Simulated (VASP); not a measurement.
AlB2P3:

```
B Al P
1.0
     3.40833    0.00000    0.00000
    -1.70416    2.95170    0.00000
     0.00000    0.00000    8.61511
B Al P
2 1 3
Direct
  0.00000 0.00000 0.98580
  0.66667 0.33333 0.68571
  0.33333 0.66667 0.33703
  0.66667 0.33333 0.91393
  0.33333 0.66667 0.61267
  0.00000 0.00000 0.21487
```

Base run:

```yaml
Program: VASP 6.6.1
Functional: r2SCAN
Potentials_or_basis: VASP PAW PBE potentials, release 64 (B, Al, P)
Cutoff: 520 eV
k_mesh: 12 × 12 × 4
Occupations: gaussian, width 0.01 eV
Spin: no spin polarisation
```

Its results: band gap on the k mesh 0.51 eV, indirect (least direct gap 1.79 eV); pressure -0.4 GPa; largest force 0.027 eV/Å.

Q: The run is repeated on the same cell with these changes: functional from r2SCAN to PBE; occupations from gaussian, width 0.01 eV to fermi-dirac, width 0.02 eV. What comes out?

A: Band gap on the k mesh 0.25 eV, indirect (least direct gap 1.51 eV); pressure 1.0 GPa; largest force 0.203 eV/Å.

Caveats: the PAW data sets were made with another functional, which shifts forces and pressure a little (some runs).

A k mesh can miss the band edges.
